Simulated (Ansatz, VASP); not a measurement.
## Two plane-wave programs on CdS5

The input INCAR:

```
PREC = Accurate ; ENCUT = 600
EDIFF = 1E-7 ; ISMEAR = 0
SIGMA = 0.1 ; LREAL = F
LASPH = T ; NELM = 100
ALGO = Normal ; ISIF = 3
LWAVE = F ; LCHARG = F
GGA = PE ; IBRION = 2
NSW = 100 ; EDIFFG = -0.01
```

The input KPOINTS:

```
Automatic mesh
0
Gamma
  6 6 12
```

File POSCAR:

```
CdS5
1.0
    6.6695999126      0.0000000000      0.0000000000
   -3.3347999563      5.7760429574      0.0000000000
    0.0000000000      0.0000000000      3.1740523842
Cd S
1 5
Direct
    0.0000000000      0.0000000000      0.0000000000
    0.3333333333      0.6666666667      0.0000000000
    0.6666666667      0.3333333333      0.0000000000
    0.5000000000      0.0000000000      0.5000000000
    0.5000000000      0.5000000000      0.5000000000
    0.0000000000      0.5000000000      0.5000000000
```

Input for Ansatz:

```yaml
crystal:
  lattice:
    - [6.6695999126, 0.0, 0.0]
    - [-3.3347999563, 5.7760429574, 0.0]
    - [0.0, 0.0, 3.1740523842]
  atoms:
    - { symbol: Cd, position: [0.0, 0.0, 0.0] }
    - { symbol: S, position: [0.3333333333, 0.6666666667, 0.0] }
    - { symbol: S, position: [0.6666666667, 0.3333333333, 0.0] }
    - { symbol: S, position: [0.5, 0.0, 0.5] }
    - { symbol: S, position: [0.5, 0.5, 0.5] }
    - { symbol: S, position: [0.0, 0.5, 0.5] }
basis:
  ecutwfc: 420
kpoints:
  mp_grid: { grid: [6, 6, 12] }
hamiltonian:
  xc: pbe
scf:
  occupations: { method: gaussian, width: 0.1 }
output:
  forces: true
  stress: true
  eigenvalues: true
relax:
  adjacent_minimum: "off"
  f_tol: 0.01
  max_steps: 80
  cell: { stress_tol: 0.05 }
```

Change from the starting cell: species swapped into the LaCo5 type (P6/mmm, No. 191).

Alike in both runs: task relaxation of cell and atoms; functional PBE; k mesh 6 × 6 × 12; occupations gaussian, width 0.1 eV; no spin polarisation.

```csv
,VASP,Ansatz
version,VASP 6.6.1,Ansatz 0.2.0
potentials or method,"VASP PAW PBE potentials, release 64 (Cd, S), cutoff 600 eV","scalar-relativistic, plane waves, PAW"
valence electrons in the cell,42,50
```

Ansatz gave:

| Quantity | Value |
| --- | --- |
| gap on the k mesh at the Fermi level, each at its own relaxed structure (eV) | none |
| relaxed volume (Å³/atom) | 20.50 |
| relaxed cell length with the largest relative difference (Å) | 3.194 |

Problem. Which values does VASP return?

Solution. gap on the k mesh at the Fermi level, each at its own relaxed structure (eV): none; relaxed volume (Å³/atom): 20.50; relaxed cell length with the largest relative difference (Å): 3.190.

A gap of «none» marks a metal or a gap that the smearing closes. VASP's potentials hold 42 valence electrons a cell and Ansatz's 50, so a difference there can come from the potentials and not from the codes.
